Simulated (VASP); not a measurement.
# TaWC2 (R-3m) in VASP: settings compared, part 2 of 2

VASP 6.6.1. The steps go on from the part before.

### 3 Single point, LDA

This run uses another cell than the first one, of 10.48 Å³/atom.

File INCAR:

```
SYSTEM = TaWC2
ALGO = Normal ; EDIFF = 1E-6
ENCUT = 700 ; GGA = CA
GGA_COMPAT = .FALSE. ; ISIF = 2
ISMEAR = -1 ; LASPH = .TRUE.
LCHARG = .FALSE. ; LREAL = .FALSE.
LWAVE = .FALSE. ; NBANDS = 26
NELM = 120 ; PREC = Accurate
SIGMA = 0.05
```

File KPOINTS:

```
k-points
0
G
  10 10 10
  0 0 0
```

File POSCAR:

```
TaWC2
1.0
    1.5506112562      0.8952458261      5.0326704134
   -1.5506112562      0.8952458261      5.0326704134
    0.0000000000     -1.7904916524      5.0326704134
W Ta C
1 1 2
Direct
    0.0000000000      0.0000000000      0.0000000000
    0.5000000000      0.5000000000      0.5000000000
    0.2509330000      0.2509330000      0.2509330000
    0.7490670000      0.7490670000      0.7490670000
```

Potentials or basis: VASP PAW LDA potentials, release 64 (W_sv, Ta_sv_GW, C).

On the command line:

```console
> cat potpaw_LDA.64/W_sv/POTCAR potpaw_LDA.64/Ta_sv_GW/POTCAR potpaw_LDA.64/C/POTCAR > POTCAR
> mpirun -np 1 vasp_std > vasp.out
```

OUTCAR:

```text
SYSTEM = TaWC2
   EDIFF = 1E-6
   ENCUT = 700
   GGA = CA
   ISIF = 2
   ISMEAR = -1
   LASPH = .TRUE.
   LREAL = .FALSE.
   NELM = 120
   PREC = Accurate

 ion  position               nearest neighbor table
   1  0.000  0.000  0.000-   4 2.18   4 2.18   3 2.18   3 2.18   4 2.18   3 2.18   2 3.09   2 3.09
                             2 3.09   2 3.09   2 3.09   2 3.09
   2  0.500  0.500  0.500-   3 2.20   3 2.20   4 2.20   4 2.20   3 2.20   4 2.20   1 3.09   1 3.09
                             1 3.09   1 3.09   1 3.09   1 3.09
   3  0.251  0.251  0.251-   1 2.18   1 2.18   1 2.18   2 2.20   2 2.20   2 2.20
   4  0.749  0.749  0.749-   1 2.18   1 2.18   1 2.18   2 2.20   2 2.20   2 2.20

  LATTYP: Found a trigonal (rhomboedric) cell.
 ALAT       =     5.3416881084
 COS(alpha) =     0.8314693846

  Lattice vectors:

 A1 = (   1.5506112562,   0.8952458261,   5.0326704134)
 A2 = (  -1.5506112562,   0.8952458261,   5.0326704134)
 A3 = (   0.0000000000,  -1.7904916524,   5.0326704134)

Analysis of symmetry for initial positions (statically):
=====================================================================
[... 175 lines left out ...]

 E-fermi :  12.7431     XC(G=0): -13.9948

 val. band max:       12.7422162190   @ k =  -0.1000   0.2000   0.1000
 cond. band min:      12.7508536974   @ k =  -0.3000   0.1000   0.0000
 fundamental gap:      0.0086374784
 Fermi energy:        12.7430724043

 k-point     1 :       0.0000    0.0000    0.0000
  band No.  band energies     occupation
      1     -62.0805      2.00000
      2     -55.7768      2.00000
      3     -26.6569      2.00000
      4     -26.4191      2.00000
      5     -26.4191      2.00000
      6     -22.6706      2.00000
[... 685 lines left out ...]
     25      19.8485      0.00000
     26      20.5347      0.00000

 [... further k-points ...]

------------------------ aborting loop because EDIFF is reached ----------------------------------------

  FORCE on cell =-STRESS in cart. coord.  units (eV):
  Direction    XX          YY          ZZ          XY          YZ          ZX
  --------------------------------------------------------------------------------------
  -------------------------------------------------------------------------------------
  Total       -0.3201017     -0.3201017     -0.3156207      0.0000000      0.0000000      0.0000000
  in kB      -12.2349909    -12.2349909    -12.0637155      0.0000000      0.0000000      0.0000000
  external PRESSURE =     -12.1778991 kB  Pullay stress =       0.0000000 kB

 VOLUME and BASIS-vectors are now :
 -----------------------------------------------------------------------------
  energy-cutoff  :      700.00
  volume of cell :       41.92
      direct lattice vectors                 reciprocal lattice vectors
     1.550611256  0.895245826  5.032670413     0.322453483  0.186168605  0.066233889
    -1.550611256  0.895245826  5.032670413    -0.322453483  0.186168605  0.066233889
     0.000000000 -1.790491652  5.032670413     0.000000000 -0.372337210  0.066233889

 POSITION                                       TOTAL-FORCE (eV/Angst)
 -----------------------------------------------------------------------------------
      0.00000      0.00000      0.00000         0.000000      0.000000      0.000000
      0.00000     -0.00000      7.54901        -0.000000      0.000000      0.000000
      0.00000     -0.00000      3.78859         0.000000     -0.000000      0.067847
      0.00000     -0.00000     11.30942         0.000000      0.000000     -0.067847
 -----------------------------------------------------------------------------------
    total drift:                                0.000000      0.000000     -0.000000

  FREE ENERGIE OF THE ION-ELECTRON SYSTEM (eV)
  ---------------------------------------------------
  free  energy   TOTEN  =       -50.6799748314 eV

  energy  without entropy=      -50.6653454808  energy(sigma->0) =      -50.67266016
```

OSZICAR:

```text
N       E                     dE             d eps       ncg     rms          rms(c)
DAV:   1     0.365118241332E+03    0.36512E+03   -0.22072E+04  6032   0.176E+03
DAV:   2    -0.320205430462E+02   -0.39714E+03   -0.38350E+03  7026   0.476E+02
DAV:   3    -0.583210586313E+02   -0.26301E+02   -0.25947E+02  7952   0.114E+02
DAV:   4    -0.590139128340E+02   -0.69285E+00   -0.69217E+00  7566   0.155E+01
DAV:   5    -0.590238305279E+02   -0.99177E-02   -0.99165E-02  7862   0.176E+00    0.668E+01
DAV:   6    -0.508726682318E+02    0.81512E+01   -0.29023E+01  6758   0.312E+01    0.612E+01
DAV:   7    -0.507914590942E+02    0.81209E-01   -0.21739E+00  7242   0.789E+00    0.304E+01
DAV:   8    -0.508559123617E+02   -0.64453E-01   -0.16932E+00  7290   0.670E+00    0.796E+00
DAV:   9    -0.506821523511E+02    0.17376E+00   -0.78648E-01  7298   0.431E+00    0.254E+00
DAV:  10    -0.506807078372E+02    0.14445E-02   -0.22984E-02  6668   0.827E-01    0.296E+00
DAV:  11    -0.506805689486E+02    0.13889E-03   -0.11655E-03  7132   0.253E-01    0.115E+00
DAV:  12    -0.506799947155E+02    0.57423E-03   -0.20252E-03  6682   0.260E-01    0.755E-01
DAV:  13    -0.506799752593E+02    0.19456E-04   -0.10209E-04  7064   0.849E-02    0.179E-01
DAV:  14    -0.506799748314E+02    0.42794E-06   -0.57166E-06  6518   0.155E-02
   1 F= -.50679975E+02 E0= -.50672660E+02  d E =-.146294E-01
```

stdout:

```text
POSCAR found type information on POSCAR W TaC
 POSCAR found :  3 types and       4 ions
 scaLAPACK will be used
 LDA part: xc-table for (Slater(with rela. corr.)+CA(PZ))
 , standard interpolation
 POSCAR, INCAR and KPOINTS ok, starting setup
 FFT: planning ... GRIDC
 FFT: planning ... GRID_SOFT
 FFT: planning ... GRID
 WAVECAR not read
 entering main loop
```

It took 4.5 min on 1 thread of Intel Xeon 6975P-C (Granite Rapids), shared host; peak memory 0.43 GiB.

Results:

```yaml
Free_energy: -50.6800 eV
Pressure: -1.2 GPa
Largest_force: 0.068 eV/Å
Band_gap_on_the_k_mesh: zero (an odd number of electrons rules out a gap without spin polarisation)
```

Forces in eV/Å, atoms in the order of the input:
```
W    0.000  0.000  0.000
Ta   0.000  0.000  0.000
C    0.000  0.000  0.068
C    0.000  0.000 -0.068
```

Caveat: spin-orbit coupling is left out, which moves the levels of the heavy elements; an odd number of electrons without spin polarisation forces a metal; a magnetic or distorted state may lie lower.

### 4 Single point, PBEsol

This run uses another cell than the first one, of 10.58 Å³/atom.

File INCAR:

```
SYSTEM = TaWC2
ALGO = Normal
EDIFF = 1E-6
ENCUT = 520
GGA = PS
ISIF = 2
ISMEAR = -1
LASPH = .TRUE.
LCHARG = .FALSE.
LREAL = .FALSE.
LWAVE = .FALSE.
NBANDS = 24
NELM = 60
PREC = Accurate
SIGMA = 0.05
```

KPOINTS is that of step 3.

File POSCAR:

```
TaWC2
1.0
    1.5551428020      0.8978621153      5.0498346143
   -1.5551428020      0.8978621153      5.0498346143
    0.0000000000     -1.7957242307      5.0498346143
W Ta C
1 1 2
Direct
    0.0000000000      0.0000000000      0.0000000000
    0.5000000000      0.5000000000      0.5000000000
    0.2512091420      0.2512091420      0.2512091420
    0.7487908580      0.7487908580      0.7487908580
```

Potentials or basis: VASP PAW PBE potentials, release 64 (W_sv, Ta_pv, C).

On the command line:

```console
> cat potpaw_PBE.64/W_sv/POTCAR potpaw_PBE.64/Ta_pv/POTCAR potpaw_PBE.64/C/POTCAR > POTCAR
> mpirun -np 1 vasp_std > vasp.out
```

Wall time 1.9 min (1 thread of Intel Xeon 6975P-C (Granite Rapids), shared host); peak memory 0.32 GiB.

The run converged. Its results:

| Item | Value |
| --- | --- |
| Free energy | -46.5771 eV |
| Pressure | 1.0 GPa |
| Largest force | 0.010 eV/Å |
| Band gap on the k mesh | zero (an odd number of electrons rules out a gap without spin polarisation) |

Forces in eV/Å, atoms in the order of the input:
```
W    0.000  0.000  0.000
Ta   0.000  0.000  0.000
C    0.000  0.000  0.010
C    0.000  0.000 -0.010
```

Levels at points of the mesh, in eV from the Fermi level:
| k point | band 13 | band 14 | band 15 | band 16 | band 17 | band 18 | band 19 | band 20 | band 21 | band 22 |
| --- | --- | --- | --- | --- | --- | --- | --- | --- | --- | --- |
| (0.00, 0.00, 0.00) | -2.27 | -2.27 | -2.14 | -0.81 | -0.81 | -0.76 | -0.23 | -0.23 | 2.03 | 2.03 |
| (0.50, 0.00, 0.00) | -5.61 | -4.97 | -4.55 | -1.30 | -0.79 | 1.53 | 2.26 | 3.27 | 3.80 | 5.30 |
| (0.50, 0.50, 0.00) | -5.36 | -5.16 | -2.19 | -2.13 | 1.28 | 1.73 | 1.91 | 2.67 | 3.62 | 3.79 |
| (0.50, 0.50, 0.50) | -5.17 | -4.46 | -4.46 | -1.00 | -1.00 | 0.19 | 0.19 | 0.30 | 0.69 | 5.10 |

Caveat: the PAW data sets were made with another functional, which shifts forces and pressure a little; spin-orbit coupling is left out, which moves the levels of the heavy elements; an odd number of electrons without spin polarisation forces a metal; a magnetic or distorted state may lie lower.

### 5 Relaxation of cell and atoms, PBEsol

This run uses another cell than the first one, of 10.92 Å³/atom.

File INCAR:

```
PREC = Accurate
ENCUT = 600
EDIFF = 1E-7
ISMEAR = -1
SIGMA = 0.05
LREAL = F
LASPH = T
NELM = 60
ALGO = Normal
ISIF = 3
LWAVE = F
LCHARG = F
GGA = PS
IBRION = 2
NSW = 60
EDIFFG = -0.01
```

File KPOINTS:

```
regular mesh
0
Gamma
  10 10 10
```

File POSCAR:

```
TaWC2
1.0
    1.5718551461      0.9075109917      5.1016196719
   -1.5718551461      0.9075109917      5.1016196719
    0.0000000000     -1.8150219835      5.1016196719
W Ta C
1 1 2
Direct
    0.0000000000      0.0000000000      0.0000000000
    0.5000000000      0.5000000000      0.5000000000
    0.2509330000      0.2509330000      0.2509330000
    0.7490670000      0.7490670000      0.7490670000
```

On the command line:

```console
> cat potpaw_PBE.64/W_sv/POTCAR potpaw_PBE.64/Ta_pv/POTCAR potpaw_PBE.64/C/POTCAR > POTCAR
> mpirun -np 1 vasp_std > vasp.out
```

Run time: 14 min. Hardware: 1 thread of Intel Xeon 6975P-C (Granite Rapids), shared host; peak memory 0.45 GiB.

The run converged. Its results:

```yaml
Free_energy: -46.5808 eV
Relaxed_volume: 10.60 Å³/atom
Relaxed_cell: a = 5.364 Å, b = 5.364 Å, c = 5.364 Å, α = 33.73°, β = 33.73°, γ = 33.73°
Space_group_after_relaxing_to_0.1_Å: R-3m (No. 166)
Energy_gained_by_relaxing: 10.2 meV/atom
Ionic_steps: 9
Pressure_after_relaxing: 0.0 GPa
```

Step by step:
```tsv
step	energy change (eV)	largest force (eV/Å)	pressure (GPa)	volume (Å³)
1	0.0000	0.0905	-10.06	43.66
2	0.2234	0.0053	30.71	39.47
3	-0.0406	0.0740	-0.26	42.44
4	-0.0406	0.0734	0.00	42.41
5	-0.0406	0.0730	0.21	42.39
6	-0.0408	0.0074	0.21	42.39
7	-0.0408	0.0006	0.21	42.39
8	-0.0408	0.0001	-0.43	42.46
9	-0.0409	0.0003	0.00	42.41
```

Final structure:
```yaml
crystal:
  lattice:
    - [1.55638, 0.89858, 5.05403]
    - [-1.55638, 0.89858, 5.05403]
    - [0.00000, -1.79716, 5.05403]
  atoms:
    - { symbol: W, position: [0.00000, 0.00000, 0.00000] }
    - { symbol: Ta, position: [0.50000, 0.50000, 0.50000] }
    - { symbol: C, position: [0.25124, 0.25124, 0.25124] }
    - { symbol: C, position: [0.74876, 0.74876, 0.74876] }
```

Levels at points of the mesh, in eV from the Fermi level:
| k point | band 15 | band 16 | band 17 | band 18 | band 19 | band 20 |
| --- | --- | --- | --- | --- | --- | --- |
| (0.00, 0.00, 0.00) | -2.13 | -0.81 | -0.81 | -0.75 | -0.23 | -0.23 |
| (0.50, 0.00, 0.00) | -4.54 | -1.29 | -0.79 | 1.53 | 2.25 | 3.26 |
| (0.50, 0.50, 0.00) | -2.19 | -2.13 | 1.27 | 1.72 | 1.90 | 2.66 |
| (0.50, 0.50, 0.50) | -4.45 | -1.00 | -1.00 | 0.19 | 0.19 | 0.30 |

Caveat: the highest band is partly filled, so the run has too few bands; the PAW data sets were made with another functional, which shifts forces and pressure a little; spin-orbit coupling is left out, which moves the levels of the heavy elements.

### 6 Summary

```tsv
task	level	potentials or basis	cell	cutoff (eV)	gap on the mesh (eV)	pressure (GPa)	largest force (eV/Å)
single point	LDA	VASP PAW LDA potentials, release 64 (W_sv, Ta_sv_GW, C)	a = 5.486 Å, angles 33.8°, 4 atoms, atomic positions A	700	none	-26.6	0.05
single point	LDA	VASP PAW LDA potentials, release 64 (W_sv, Ta_sv_GW, C)	a = 5.342 Å, angles 33.8°, 4 atoms, atomic positions A	700	none	-1.2	0.07
single point	PBEsol	VASP PAW PBE potentials, release 64 (W_sv, Ta_pv, C)	a = 5.360 Å, angles 33.7°, 4 atoms, atomic positions B	520	none	1.0	0.01
relaxation of cell and atoms	PBEsol	VASP PAW PBE potentials, release 64 (W_sv, Ta_pv, C)	relaxed from a = 5.415 Å, angles 33.8°, 4 atoms, atomic positions A	600	-	0.0	-
```

Alike in all rows: no spin polarisation; k mesh 10 × 10 × 10; smearing fermi-dirac 0.05 eV.

Caveats: spin-orbit coupling is left out, which moves the levels of the heavy elements; an odd number of electrons without spin polarisation forces a metal (at least some runs); a magnetic or distorted state may lie lower (at least some runs); the PAW data sets were made with another functional, which shifts forces and pressure a little (at least some runs); the cell stands under tension (at least some runs); the highest band is partly filled, so the run has too few bands (at least some runs).

Absolute energies hang on the potentials; compare differences alone.

The gap in the log of VASP goes by the Fermi energy; the results here count the filled bands.